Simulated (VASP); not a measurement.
# Zr (Im-3m) in VASP: notebook, part 2 of 2

VASP 6.6.1. The steps go on from the part before.

## Step 4: Single point, PBEsol (volume scaled by 0.45)

INCAR reads:

```
  ALGO = Normal
  EDIFF = 1E-6
  ENCUT = 500
  GGA = PS
  GGA_COMPAT = False
  ISIF = 2
  ISMEAR = -1
  LASPH = True
  LCHARG = False
  LREAL = False
  LWAVE = False
  NBANDS = 12
  NELM = 120
  PREC = Accurate
  SIGMA = 0.08
```

KPOINTS reads:

```
k-points
0
Gamma
  15 15 15
```

POSCAR reads:

```
Zr
1.0
   -1.3497139939      1.3497139939      1.3497139939
    1.3497139939     -1.3497139939      1.3497139939
    1.3497139939      1.3497139939     -1.3497139939
Zr
1
Direct
    0.0000000000      0.0000000000      0.0000000000
```

Potentials or basis: VASP PAW PBE potentials, release 64 (Zr_sv).

Command:

```sh
$ cat potpaw_PBE.64/Zr_sv/POTCAR > POTCAR
$ mpirun -np 1 vasp_std > vasp.out
```

OUTCAR:

```text
EDIFF = 1E-6
   ENCUT = 500
   GGA = PS
   ISIF = 2
   ISMEAR = -1
   LASPH = True
   LREAL = False
   NELM = 120
   PREC = Accurate

 ion  position               nearest neighbor table
   1  0.000  0.000  0.000-

  LATTYP: Found a body centered cubic cell.
 ALAT       =     2.6994279878

  Lattice vectors:

 A1 = (  -1.3497139939,   1.3497139939,   1.3497139939)
 A2 = (   1.3497139939,  -1.3497139939,   1.3497139939)
 A3 = (   1.3497139939,   1.3497139939,  -1.3497139939)

Analysis of symmetry for initial positions (statically):
=====================================================================
 Subroutine PRICEL returns:
 Original cell was already a primitive cell.

 Routine SETGRP: Setting up the symmetry group for a
 body centered cubic supercell.

 Subroutine GETGRP returns: Found 48 space group operations
 (whereof 48 operations were pure point group operations)
 out of a pool of 48 trial point group operations.

The static configuration has the point symmetry O_h .

Analysis of symmetry for dynamics (positions and initial velocities):
=====================================================================
 Subroutine PRICEL returns:
 Original cell was already a primitive cell.

 Routine SETGRP: Setting up the symmetry group for a
 body centered cubic supercell.

 Subroutine GETGRP returns: Found 48 space group operations
 (whereof 48 operations were pure point group operations)
 out of a pool of 48 trial point group operations.

The dynamic configuration has the point symmetry O_h .

 Subroutine INISYM returns: Found 48 space group operations
 (whereof 48 operations are pure point group operations),
 and found     1 'primitive' translations

----------------------------------------------------------------------------------------

                                     Primitive cell

  volume of cell :       9.8352

  direct lattice vectors                    reciprocal lattice vectors
    -1.349713994  1.349713994  1.349713994     0.000000000  0.370448852  0.370448852
     1.349713994 -1.349713994  1.349713994     0.370448852  0.000000000  0.370448852
     1.349713994  1.349713994 -1.349713994     0.370448852  0.370448852  0.000000000

  length of vectors
     2.337773213  2.337773213  2.337773213     0.523893791  0.523893791  0.523893791

  position of ions in fractional coordinates (direct lattice)
     0.000000000  0.000000000  0.000000000

  ion indices of the primitive-cell ions
   primitive index   ion index
                 1           1

----------------------------------------------------------------------------------------

 KPOINTS: k-points

Automatic generation of k-mesh.
 Grid dimensions read from file:
 generate k-points for:   15   15   15

 Generating k-lattice:

  Cartesian coordinates                     Fractional coordinates (reciprocal lattice)
     0.000000000  0.024696590  0.024696590     0.066666667  0.000000000  0.000000000
     0.024696590  0.000000000  0.024696590     0.000000000  0.066666667  0.000000000
     0.024696590  0.024696590  0.000000000     0.000000000  0.000000000  0.066666667

  Length of vectors
     0.034926253  0.034926253  0.034926253

  Shift w.r.t. Gamma in fractional coordinates (k-lattice)
     0.000000000  0.000000000  0.000000000

 Subroutine IBZKPT returns following result:
 ===========================================

 Found    120 irreducible k-points:

 Following reciprocal coordinates:
            Coordinates               Weight
  0.000000  0.000000  0.000000      1.000000
  0.066667  0.000000  0.000000     12.000000
  0.133333  0.000000  0.000000     12.000000
  0.200000  0.000000  0.000000     12.000000
  0.266667  0.000000  0.000000     12.000000
  0.333333  0.000000  0.000000     12.000000
[... 16 lines left out ...]
  0.333333  0.200000 -0.000000     48.000000
  0.400000  0.200000 -0.000000     24.000000
 [... further k-points ...]
   k-points           NKPTS =    120   k-points in BZ     NKDIM =    120   number of bands    NBANDS=     12
   number of dos      NEDOS =    301   number of ions     NIONS =      1
   total plane-waves  NPLWV =   5832
   dimension x,y,z NGX =    18 NGY =   18 NGZ =   18
   dimension x,y,z NGXF=    36 NGYF=   36 NGZF=   36
   ions per type =               1
   NGX,Y,Z   is equivalent  to a cutoff of  12.80, 12.80, 12.80 a.u.
   NGXF,Y,Z  is equivalent  to a cutoff of  25.60, 25.60, 25.60 a.u.
 SYSTEM =  unknown system
   PREC   = accura    normal or accurate (medium, high low for compatibility)
   ISTART =      0    job   : 0-new  1-cont  2-samecut
   ICHARG =      2    charge: 1-file 2-atom 10-const
   ISPIN  =      1    spin polarized calculation?
   LNONCOLLINEAR =      F non collinear calculations
   LSORBIT =      F    spin-orbit coupling
   LASPH  =      T    aspherical Exc in radial PAW
   ENCUT  =  500.0 eV  36.75 Ry    6.06 a.u.   4.26  4.26  4.26*2*pi/ulx,y,z
   NELM   =    120;   NELMIN=  2; NELMDL= -5     # of ELM steps
   EDIFF  = 0.1E-05   stopping-criterion for ELM
   LREAL  =      F    real-space projection
   EDIFFG = 0.1E-04   stopping-criterion for IOM
   NSW    =      0    number of steps for IOM
   IBRION =     -1    ionic relax: 0-MD 1-quasi-New 2-CG
   NFREE  =      0    steps in history (QN), initial steepest desc. (CG)
   ISIF   =      2    stress and relaxation
   ISYM   =      2    0-nonsym 1-usesym 2-fastsym
   POTIM  = 0.5000    time-step for ionic-motion
   TEBEG  =    0.0;   TEEND  =   0.0 temperature during run
   PSTRESS=    0.0 pullay stress
   NELECT =      12.0000    total number of electrons
   NUPDOWN=      -1.0000    fix difference up-down
   EMIN   =  10.00;   EMAX   =-10.00  energy-range for DOS
   EFERMI =   0.00;   METHOD = LEGACY
   ISMEAR =    -1;   SIGMA  =   0.08  broadening in eV -4-tet -1-fermi 0-gaus
   EFERMI_NEDOS =   21; number of points for ismear=-14 and -15
   IALGO  =     38    algorithm
   IMIX   =      4    mixing-type and parameters
     AMIX     =   0.40;   BMIX     =  1.00
     AMIX_MAG =   1.60;   BMIX_MAG =  1.00
  volume/ion in A,a.u.               =       9.84        66.37
  Fermi-wavevector in a.u.,A,eV,Ry     =   1.749337  3.305768 41.636279  3.060180
  Thomas-Fermi vector in A             =   2.820270
   LORBIT       =      0    0 simple, 1 ext, 2 COOP (PROOUT), +10 PAW based schemes
   GGA     = PS    functional components
   LHFCALC =     F    Hartree Fock is set to
   AEXX    =    0.0000 exact exchange contribution
   IVDW    =     0    specifies the selected vdW correction
   LEPSILON=     F    determine dielectric tensor
   LRPA    =     F    only Hartree local field effects (RPA)
 non-spin polarized calculation
  energy-cutoff  :      500.00
  volume of cell :        9.84
 maximum number of plane-waves:       258
 NGX is ok and might be reduce to    18
   NGX =  9   NGY =  9   NGZ =  9

 number of electron      12.0000000 magnetization

 Free energy of the ion-electron system (eV)
  ---------------------------------------------------
  ext. energy  EPLUGINS =         0.00000000
  ---------------------------------------------------
  free energy    TOTEN  =        -3.04753910 eV

  energy without entropy =       -3.03954046  energy(sigma->0) =       -3.04353978

 E-fermi :  22.3385     XC(G=0): -15.8304

 val. band max:       22.3309363883   @ k =  -0.2000   0.2000   0.1333
 cond. band min:      22.3696762278   @ k =   0.2667   0.2667   0.2000
 fundamental gap:      0.0387398395
 Fermi energy:        22.3384819869

 k-point     1 :       0.0000    0.0000    0.0000
  band No.  band energies     occupation
      1     -28.3540      2.00000
      2      -0.2726      2.00000
      3      -0.2726      2.00000
      4      -0.2726      2.00000
      5      19.7492      2.00000
      6      22.8061      0.00577
      7      22.8061      0.00577
      8      22.8061      0.00577
      9      28.3651      0.00000
     10      28.3651      0.00000
     11      36.5292      0.00000
     12      36.5292      0.00000

 k-point     2 :       0.0667    0.0000    0.0000
  band No.  band energies     occupation
      1     -28.2541      2.00000
      2      -0.7447      2.00000
      3      -0.4150      2.00000
      4      -0.2878      2.00000
      5      20.1684      2.00000
      6      22.4753      0.30627
      7      22.7612      0.01010
      8      23.2483      0.00002
      9      27.6657      0.00000
     10      28.2690      0.00000
     11      37.0338      0.00000
     12      37.2091      0.00000
[... 316 lines left out ...]
 k-point    24 :       0.4000    0.2000   -0.0000
  band No.  band energies     occupation
      1     -25.1570      2.00000
      2      -8.3907      2.00000
      3      -4.8597      2.00000
      4      -1.4770      2.00000
      5      17.7532      2.00000
      6      20.4278      2.00000
      7      26.2069      0.00000
      8      28.7322      0.00000
      9      33.2291      0.00000
     10      40.2427      0.00000
     11      41.2138      0.00000
     12      45.0874      0.00000

 [... further k-points ...]
[... 5 lines left out ...]
  --------------------------------------------------------------------------------------
  -------------------------------------------------------------------------------------
  Total       18.8945944     18.8945944     18.8945944     -0.0000000      0.0000000     -0.0000000
  in kB     3077.9595849   3077.9595849   3077.9595849     -0.0000000      0.0000000     -0.0000000
  external PRESSURE =    3077.9595849 kB  Pullay stress =       0.0000000 kB

 VOLUME and BASIS-vectors are now :
 -----------------------------------------------------------------------------
  energy-cutoff  :      500.00
  volume of cell :        9.84
      direct lattice vectors                 reciprocal lattice vectors
    -1.349713994  1.349713994  1.349713994     0.000000000  0.370448852  0.370448852
     1.349713994 -1.349713994  1.349713994     0.370448852  0.000000000  0.370448852
     1.349713994  1.349713994 -1.349713994     0.370448852  0.370448852  0.000000000

 POSITION                                       TOTAL-FORCE (eV/Angst)
 -----------------------------------------------------------------------------------
      0.00000      0.00000      0.00000        -0.000000     -0.000000     -0.000000
 -----------------------------------------------------------------------------------
    total drift:                                0.000000      0.000000      0.000000

  FREE ENERGIE OF THE ION-ELECTRON SYSTEM (eV)
  ---------------------------------------------------
  free  energy   TOTEN  =        -3.0475391026 eV

  energy  without entropy=       -3.0395404553  energy(sigma->0) =       -3.04353978
```

OSZICAR:

```text
N       E                     dE             d eps       ncg     rms          rms(c)
DAV:   1     0.970526031578E+02    0.97053E+02   -0.75432E+03  2916   0.108E+03
DAV:   2    -0.814038387334E+00   -0.97867E+02   -0.94530E+02  3200   0.305E+02
DAV:   3    -0.301460912563E+01   -0.22006E+01   -0.21728E+01  3792   0.406E+01
DAV:   4    -0.305465218411E+01   -0.40043E-01   -0.39908E-01  3276   0.545E+00
DAV:   5    -0.305563264433E+01   -0.98046E-03   -0.98034E-03  3588   0.630E-01    0.580E+01
DAV:   6    -0.297749439116E+01    0.78138E-01   -0.30506E-01  4132   0.488E+00    0.305E+01
DAV:   7    -0.304002456211E+01   -0.62530E-01   -0.30325E-01  4224   0.418E+00    0.205E+00
DAV:   8    -0.304770221195E+01   -0.76776E-02   -0.29480E-02  3164   0.193E+00    0.423E-01
DAV:   9    -0.304760386635E+01    0.98346E-04   -0.12755E-03  3468   0.378E-01    0.461E-02
DAV:  10    -0.304754207308E+01    0.61793E-04   -0.54912E-05  3892   0.749E-02    0.137E-02
DAV:  11    -0.304754045899E+01    0.16141E-05   -0.10806E-06  2632   0.980E-03    0.460E-03
DAV:  12    -0.304753906311E+01    0.13959E-05   -0.70243E-07  2376   0.711E-03    0.748E-04
DAV:  13    -0.304753910262E+01   -0.39515E-07   -0.42318E-08  1600   0.204E-03
   1 F= -.30475391E+01 E0= -.30435398E+01  d E =-.799865E-02
```

stdout:

```text
POSCAR found type information on POSCAR Zr
 POSCAR found :  1 types and       1 ions
 scaLAPACK will be used
 -----------------------------------------------------------------------------
|                                                                             |
|                                                                             |
|     You enforced a specific xc type in the INCAR file but a different       |
|     I HOPE YOU KNOW WHAT YOU ARE DOING!                                     |
|                                                                             |
 -----------------------------------------------------------------------------

 LDA part: xc-table for (Slater+PW92), standard interpolation
 POSCAR, INCAR and KPOINTS ok, starting setup
 FFT: planning ... GRIDC
 FFT: planning ... GRID_SOFT
 FFT: planning ... GRID
 WAVECAR not read
 entering main loop
```

Run time: 9.5 s. Hardware: 1 thread of Intel Xeon 6975P-C, shared host; peak memory 0.13 GiB.

Results:

```yaml
Free_energy: -3.0475 eV
Pressure: 307.8 GPa
Band_gap_on_the_k_mesh: zero (band 6 reaches 24.27 eV, above the bottom of band 7 at 20.23 eV)
```

Caveat: the PAW data sets were made with another functional, which shifts forces and pressure a little.

## Step 5: Single point, PBEsol (volume scaled by 0.75)

INCAR reads:

```
SYSTEM = Zr
PREC     = Accurate       ! precision mode
ENCUT    = 500            ! plane-wave cutoff, eV
EDIFF    = 1E-6           ! SCF threshold, eV
ISMEAR   = -1             ! smearing method
SIGMA    = 0.08           ! smearing width, eV
LREAL    = .False.        ! projectors in reciprocal space
LASPH    = .True.         ! aspherical terms in the spheres
NELM     = 120            ! most SCF steps
ALGO     = Normal         ! electronic algorithm
ISIF     = 2              ! what is computed and relaxed
LWAVE    = .False.        ! write WAVECAR
LCHARG   = .False.        ! write CHGCAR
GGA      = PS             ! functional
NBANDS   = 12             ! bands
GGA_COMPAT= .False.
```

KPOINTS reads:

```
regular mesh
0
Gamma
  15 15 15
  0 0 0
```

POSCAR reads:

```
Zr
1.0
   -1.6002628893      1.6002628893      1.6002628893
    1.6002628893     -1.6002628893      1.6002628893
    1.6002628893      1.6002628893     -1.6002628893
Zr
1
Direct
    0.0000000000      0.0000000000      0.0000000000
```

Command:

```sh
$ cat potpaw_PBE.64/Zr_sv/POTCAR > POTCAR
$ mpirun -np 1 vasp_std > vasp.out
```

Run time: 11 s. Hardware: 1 thread of Intel Xeon 6975P-C, shared host; peak memory 0.14 GiB.

The run converged. Its results:

* Free energy: -8.4421 eV
* Pressure: 42.7 GPa
* Band gap on the k mesh: zero (band 6 reaches 14.19 eV, above the bottom of band 7 at 12.09 eV)

Levels at points of the mesh, in eV from the Fermi level:
| k point | band 3 | band 4 | band 5 | band 6 | band 7 | band 8 | band 9 | band 10 |
| --- | --- | --- | --- | --- | --- | --- | --- | --- |
| (0.00, 0.00, 0.00) | -24.61 | -24.61 | -5.49 | 1.22 | 1.22 | 1.22 | 4.78 | 4.78 |

Caveat: the PAW data sets were made with another functional, which shifts forces and pressure a little.

## Step 6: The runs side by side

```tsv
level	cell	cutoff (eV)	gap on the mesh (eV)	pressure (GPa)
PBEsol	a = 3.051 Å, angles 109.5°, 1 atom	520	none	0.1
PBEsol+D3(BJ)	a = 2.248 Å, angles 109.5°, 1 atom	500	none	431.8
PBEsol	a = 2.338 Å, angles 109.5°, 1 atom	500	none	307.8
PBEsol	a = 2.772 Å, angles 109.5°, 1 atom	500	none	42.7
```

Alike in all rows: task single point; potentials or basis VASP PAW PBE potentials, release 64 (Zr_sv); no spin polarisation; k mesh 15 × 15 × 15; smearing fermi-dirac 0.08 eV.

Caveats: the PAW data sets were made with another functional, which shifts forces and pressure a little; three body term missing (some runs); pairwise dispersion overbinds metals, which lowers pressure and volume (some runs).

Absolute energies hang on the potentials; compare differences alone.
